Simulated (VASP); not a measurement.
# TePb (I4/mmm) in VASP: further runs

TePb is run at these levels: PBEsol; tasks: single point.

Program: VASP 6.6.1. These are calculated values, not measurements. Logs are shortened: lines on timing, memory, paths and dates and some standing lists are left out, and cuts for length are marked.

### Step 1. The cell of the first run

The structure is tetragonal, space group I4/mmm (No. 139). Conventional cell: a = 4.472 Å, b = 4.472 Å, c = 6.454 Å, α = 90.00°, β = 90.00°, γ = 90.00°. Te (site symmetry 4/mmm) has 6 Pb at 3.16 to 3.23 Å within 4.2 Å. Pb (site symmetry 4/mmm) has 6 Te at 3.16 to 3.23 Å within 4.2 Å.

### Step 2. Single point, PBEsol (equal xx and yy strain of -2 %)

File INCAR:

```
  PREC = Accurate
  ENCUT = 520
  EDIFF = 1E-6
  ISMEAR = -1
  SIGMA = 0.03
  LREAL = F
  LASPH = T
  NELM = 60
  ALGO = Normal
  ISIF = 2
  LWAVE = F
  LCHARG = F
  GGA = PS
  NBANDS = 17
```

File KPOINTS:

```
Automatic mesh
0
Gamma
  10 10 10
```

File POSCAR:

```
TePb
1.0
    0.0000000000      3.1624600000      3.2270000000
    3.1624600000      0.0000000000      3.2270000000
    3.1624600000      3.1624600000      0.0000000000
Te Pb
1 1
Direct
    0.5000000000      0.5000000000      0.5000000000
    0.0000000000      0.0000000000      0.0000000000
```

Potentials or basis: VASP PAW PBE potentials, release 64 (Te, Pb_d).

Started as:

```bash
$ cat potpaw_PBE.64/Te/POTCAR potpaw_PBE.64/Pb_d/POTCAR > POTCAR
$ mpirun -np 1 vasp_std > vasp.out
```

OUTCAR:

```text
PREC = Accurate
   ENCUT = 520
   EDIFF = 1E-6
   ISMEAR = -1
   LREAL = F
   LASPH = T
   NELM = 60
   ISIF = 2
   GGA = PS

 ion  position               nearest neighbor table
   1  0.500  0.500  0.500-   2 3.16   2 3.16   2 3.16   2 3.16   2 3.23   2 3.23
   2  0.000  0.000  0.000-   1 3.16   1 3.16   1 3.16   1 3.16   1 3.23   1 3.23

  LATTYP: Found a body centered tetragonal cell.
 ALAT       =     4.4723938225
 C/A-ratio  =     1.4430750636

  Lattice vectors:

 A1 = (  -3.1624600000,   0.0000000000,   3.2270000000)
 A2 = (   3.1624600000,   0.0000000000,   3.2270000000)
 A3 = (   0.0000000000,   3.1624600000,  -3.2270000000)

Analysis of symmetry for initial positions (statically):
=====================================================================
 Subroutine PRICEL returns:
 Original cell was already a primitive cell.

 Routine SETGRP: Setting up the symmetry group for a
 body centered tetragonal supercell.

 Subroutine GETGRP returns: Found 16 space group operations
 (whereof 16 operations were pure point group operations)
 out of a pool of 16 trial point group operations.

The static configuration has the point symmetry D_4h.

Analysis of symmetry for dynamics (positions and initial velocities):
=====================================================================
 Subroutine PRICEL returns:
 Original cell was already a primitive cell.

 Routine SETGRP: Setting up the symmetry group for a
 body centered tetragonal supercell.

 Subroutine GETGRP returns: Found 16 space group operations
 (whereof 16 operations were pure point group operations)
 out of a pool of 16 trial point group operations.

The dynamic configuration has the point symmetry D_4h.

 Subroutine INISYM returns: Found 16 space group operations
 (whereof 16 operations are pure point group operations),
 and found     1 'primitive' translations

----------------------------------------------------------------------------------------

                                     Primitive cell

  volume of cell :      64.5474

  direct lattice vectors                    reciprocal lattice vectors
     0.000000000  3.162460000  3.227000000    -0.158104767  0.158104767  0.154942671
     3.162460000  0.000000000  3.227000000     0.158104767 -0.158104767  0.154942671
     3.162460000  3.162460000  0.000000000     0.158104767  0.158104767 -0.154942671

  length of vectors
     4.518260976  4.518260976  4.472393822     0.272032104  0.272032104  0.272032104

  position of ions in fractional coordinates (direct lattice)
     0.500000000  0.500000000  0.500000000
     0.000000000  0.000000000  0.000000000

  ion indices of the primitive-cell ions
   primitive index   ion index
                 1           1
                 2           2

----------------------------------------------------------------------------------------

 KPOINTS: Automatic mesh

Automatic generation of k-mesh.
 Grid dimensions read from file:
 generate k-points for:   10   10   10

 Generating k-lattice:

  Cartesian coordinates                     Fractional coordinates (reciprocal lattice)
    -0.015810477  0.015810477  0.015494267     0.100000000 -0.000000000  0.000000000
     0.015810477 -0.015810477  0.015494267    -0.000000000  0.100000000  0.000000000
     0.015810477  0.015810477 -0.015494267     0.000000000  0.000000000  0.100000000

  Length of vectors
     0.027203210  0.027203210  0.027203210

  Shift w.r.t. Gamma in fractional coordinates (k-lattice)
     0.000000000  0.000000000  0.000000000

 Subroutine IBZKPT returns following result:
 ===========================================

 Found    102 irreducible k-points:

 Following reciprocal coordinates:
            Coordinates               Weight
  0.000000  0.000000  0.000000      1.000000
  0.100000 -0.000000  0.000000      8.000000
  0.200000 -0.000000  0.000000      8.000000
  0.300000  0.000000  0.000000      8.000000
  0.400000 -0.000000  0.000000      8.000000
  0.500000  0.000000  0.000000      4.000000
[... 16 lines left out ...]
  0.300000  0.300000  0.000000      2.000000
  0.400000  0.300000  0.000000      8.000000
 [... further k-points ...]
   k-points           NKPTS =    102   k-points in BZ     NKDIM =    102   number of bands    NBANDS=     17
   number of dos      NEDOS =    301   number of ions     NIONS =      2
   total plane-waves  NPLWV =  46656
   dimension x,y,z NGX =    36 NGY =   36 NGZ =   36
   dimension x,y,z NGXF=    72 NGYF=   72 NGZF=   72
   ions per type =               1   1
   NGX,Y,Z   is equivalent  to a cutoff of  13.25, 13.25, 13.38 a.u.
   NGXF,Y,Z  is equivalent  to a cutoff of  26.49, 26.49, 26.76 a.u.
 SYSTEM =  unknown system
   PREC   = accura    normal or accurate (medium, high low for compatibility)
   ISTART =      0    job   : 0-new  1-cont  2-samecut
   ICHARG =      2    charge: 1-file 2-atom 10-const
   ISPIN  =      1    spin polarized calculation?
   LNONCOLLINEAR =      F non collinear calculations
   LSORBIT =      F    spin-orbit coupling
   LASPH  =      T    aspherical Exc in radial PAW
   ENCUT  =  520.0 eV  38.22 Ry    6.18 a.u.   8.40  8.40  8.32*2*pi/ulx,y,z
   NELM   =     60;   NELMIN=  2; NELMDL= -5     # of ELM steps
   EDIFF  = 0.1E-05   stopping-criterion for ELM
   LREAL  =      F    real-space projection
   EDIFFG = 0.1E-04   stopping-criterion for IOM
   NSW    =      0    number of steps for IOM
   IBRION =     -1    ionic relax: 0-MD 1-quasi-New 2-CG
   NFREE  =      0    steps in history (QN), initial steepest desc. (CG)
   ISIF   =      2    stress and relaxation
   ISYM   =      2    0-nonsym 1-usesym 2-fastsym
   POTIM  = 0.5000    time-step for ionic-motion
   TEBEG  =    0.0;   TEEND  =   0.0 temperature during run
   PSTRESS=    0.0 pullay stress
   NELECT =      20.0000    total number of electrons
   NUPDOWN=      -1.0000    fix difference up-down
   EMIN   =  10.00;   EMAX   =-10.00  energy-range for DOS
   EFERMI =   0.00;   METHOD = LEGACY
   ISMEAR =    -1;   SIGMA  =   0.03  broadening in eV -4-tet -1-fermi 0-gaus
   EFERMI_NEDOS =   21; number of points for ismear=-14 and -15
   IALGO  =     38    algorithm
   IMIX   =      4    mixing-type and parameters
     AMIX     =   0.40;   BMIX     =  1.00
     AMIX_MAG =   1.60;   BMIX_MAG =  1.00
  volume/ion in A,a.u.               =      32.27       217.79
  Fermi-wavevector in a.u.,A,eV,Ry     =   1.107793  2.093425 16.697132  1.227205
  Thomas-Fermi vector in A             =   2.244312
   LORBIT       =      0    0 simple, 1 ext, 2 COOP (PROOUT), +10 PAW based schemes
   GGA     = PS    functional components
   LHFCALC =     F    Hartree Fock is set to
   AEXX    =    0.0000 exact exchange contribution
   IVDW    =     0    specifies the selected vdW correction
   LEPSILON=     F    determine dielectric tensor
   LRPA    =     F    only Hartree local field effects (RPA)
 non-spin polarized calculation
  energy-cutoff  :      520.00
  volume of cell :       64.55
 maximum number of plane-waves:      1757
 NGX is ok and might be reduce to    36
   NGX = 17   NGY = 17   NGZ = 17

 number of electron      19.9999998 magnetization

 Free energy of the ion-electron system (eV)
  ---------------------------------------------------
  ext. energy  EPLUGINS =         0.00000000
  ---------------------------------------------------
  free energy    TOTEN  =        -8.23938506 eV

  energy without entropy =       -8.23938450  energy(sigma->0) =       -8.23938478

 E-fermi :   6.3410     XC(G=0):  -9.6681

 val. band max:        6.0677257766   @ k =   0.5000   0.0000   0.0000
 cond. band min:       6.6130636652   @ k =   0.5000   0.0000   0.0000
 fundamental gap:      0.5453378886
 Fermi energy:         6.3410389322

 k-point     1 :       0.0000    0.0000    0.0000
  band No.  band energies     occupation
      1     -10.6689      2.00000
      2     -10.6620      2.00000
      3     -10.6518      2.00000
      4     -10.6518      2.00000
      5     -10.6479      2.00000
      6      -6.3714      2.00000
[... 9 lines left out ...]
     16      11.7405      0.00000
     17      13.1160      0.00000

 k-point     2 :       0.1000   -0.0000    0.0000
  band No.  band energies     occupation
      1     -10.6701      2.00000
      2     -10.6637      2.00000
      3     -10.6513      2.00000
      4     -10.6502      2.00000
      5     -10.6465      2.00000
      6      -6.2797      2.00000
[... 9 lines left out ...]
     16      11.9348      0.00000
     17      13.9299      0.00000

 k-point     3 :       0.2000   -0.0000    0.0000
  band No.  band energies     occupation
      1     -10.6738      2.00000
      2     -10.6688      2.00000
      3     -10.6503      2.00000
      4     -10.6453      2.00000
      5     -10.6417      2.00000
      6      -6.0105      2.00000
[... 9 lines left out ...]
     16      12.4612      0.00000
     17      15.4091      0.00000

 k-point     4 :       0.3000    0.0000    0.0000
  band No.  band energies     occupation
      1     -10.6791      2.00000
      2     -10.6755      2.00000
      3     -10.6495      2.00000
      4     -10.6389      2.00000
      5     -10.6348      2.00000
      6      -5.5881      2.00000
[... 9 lines left out ...]
     16      13.2973      0.00000
     17      16.9372      0.00000

 k-point     5 :       0.4000   -0.0000    0.0000
  band No.  band energies     occupation
      1     -10.6836      2.00000
      2     -10.6809      2.00000
      3     -10.6490      2.00000
      4     -10.6336      2.00000
      5     -10.6290      2.00000
      6      -5.0923      2.00000
[... 9 lines left out ...]
     16      14.4155      0.00000
     17      16.5347      0.00000

 k-point     6 :       0.5000    0.0000    0.0000
  band No.  band energies     occupation
      1     -10.6853      2.00000
      2     -10.6830      2.00000
      3     -10.6489      2.00000
      4     -10.6316      2.00000
      5     -10.6267      2.00000
      6      -4.8103      2.00000
[... 9 lines left out ...]
     16      15.2552      0.00000
     17      15.4205      0.00000

 k-point     7 :       0.1000    0.1000    0.0000
  band No.  band energies     occupation
      1     -10.6742      2.00000
      2     -10.6608      2.00000
      3     -10.6491      2.00000
      4     -10.6491      2.00000
      5     -10.6490      2.00000
      6      -6.2541      2.00000
[... 9 lines left out ...]
     16      12.2846      0.00000
     17      14.0002      0.00000

 k-point     8 :       0.2000    0.1000    0.0000
  band No.  band energies     occupation
      1     -10.6801      2.00000
      2     -10.6622      2.00000
      3     -10.6494      2.00000
      4     -10.6454      2.00000
      5     -10.6445      2.00000
      6      -6.0492      2.00000
[... 9 lines left out ...]
     16      12.8716      0.00000
     17      14.9140      0.00000
[... 203 lines left out ...]
      1     -10.7048      2.00000
      2     -10.6708      2.00000
      3     -10.6450      2.00000
      4     -10.6342      2.00000
      5     -10.6287      2.00000
      6      -4.7744      2.00000
[... 9 lines left out ...]
     16      15.5079      0.00000
     17      16.0588      0.00000

 k-point    20 :      -0.4000    0.2000    0.0000
  band No.  band energies     occupation
      1     -10.6989      2.00000
      2     -10.6763      2.00000
      3     -10.6433      2.00000
      4     -10.6330      2.00000
      5     -10.6307      2.00000
      6      -4.6485      2.00000
[... 9 lines left out ...]
     16      14.3449      0.00000
     17      16.6950      0.00000

 k-point    21 :      -0.3000    0.2000    0.0000
  band No.  band energies     occupation
      1     -10.6895      2.00000
      2     -10.6789      2.00000
      3     -10.6459      2.00000
      4     -10.6355      2.00000
      5     -10.6308      2.00000
      6      -4.9780      2.00000
[... 9 lines left out ...]
     16      14.8248      0.00000
     17      15.6449      0.00000

 k-point    22 :      -0.2000    0.2000    0.0000
  band No.  band energies     occupation
      1     -10.6800      2.00000
      2     -10.6781      2.00000
      3     -10.6493      2.00000
      4     -10.6407      2.00000
      5     -10.6312      2.00000
      6      -5.4308      2.00000
[... 9 lines left out ...]
     16      14.4289      0.00000
     17      15.2225      0.00000

 k-point    23 :       0.3000    0.3000    0.0000
  band No.  band energies     occupation
      1     -10.7143      2.00000
      2     -10.6556      2.00000
      3     -10.6538      2.00000
      4     -10.6322      2.00000
      5     -10.6322      2.00000
      6      -5.3961      2.00000
[... 9 lines left out ...]
     16      15.1042      0.00000
     17      15.2413      0.00000

 k-point    24 :       0.4000    0.3000    0.0000
  band No.  band energies     occupation
      1     -10.7235      2.00000
      2     -10.6553      2.00000
      3     -10.6549      2.00000
      4     -10.6290      2.00000
      5     -10.6277      2.00000
      6      -5.0682      2.00000
[... 9 lines left out ...]
     16      15.8184      0.00000
     17      16.1808      0.00000

 [... further k-points ...]
[... 5 lines left out ...]
  --------------------------------------------------------------------------------------
  -------------------------------------------------------------------------------------
  Total        1.0721599      1.0721599     -0.0428777      0.0000000      0.0000000      0.0000000
  in kB       26.6128316     26.6128316     -1.0642978      0.0000000      0.0000000      0.0000000
  external PRESSURE =      17.3871218 kB  Pullay stress =       0.0000000 kB

 VOLUME and BASIS-vectors are now :
 -----------------------------------------------------------------------------
  energy-cutoff  :      520.00
  volume of cell :       64.55
      direct lattice vectors                 reciprocal lattice vectors
     0.000000000  3.162460000  3.227000000    -0.158104767  0.158104767  0.154942671
     3.162460000  0.000000000  3.227000000     0.158104767 -0.158104767  0.154942671
     3.162460000  3.162460000  0.000000000     0.158104767  0.158104767 -0.154942671

 POSITION                                       TOTAL-FORCE (eV/Angst)
 -----------------------------------------------------------------------------------
      3.16246      3.16246      3.22700        -0.000000      0.000000     -0.000000
      0.00000      0.00000      0.00000         0.000000     -0.000000      0.000000
 -----------------------------------------------------------------------------------
    total drift:                               -0.000000      0.000000      0.000000

  FREE ENERGIE OF THE ION-ELECTRON SYSTEM (eV)
  ---------------------------------------------------
  free  energy   TOTEN  =        -8.2393850624 eV

  energy  without entropy=       -8.2393844984  energy(sigma->0) =       -8.23938478
```

Run time: 77 s. Hardware: 1 thread of Intel Xeon Platinum 8488C (Sapphire Rapids), shared host; peak memory 0.27 GiB.

Results:

```
Free energy            : -8.2394 eV
Pressure               : 1.7 GPa
Band gap on the k mesh : 0.55 eV
```

Caveat: the cell differs from its parent crystal (equal xx and yy strain of -2 %); the PAW data sets were made with another functional, which shifts forces and pressure a little; spin-orbit coupling is left out, which moves the levels of the heavy elements. A k mesh can miss the band edges.

(Part 1 of 3 ends here.)
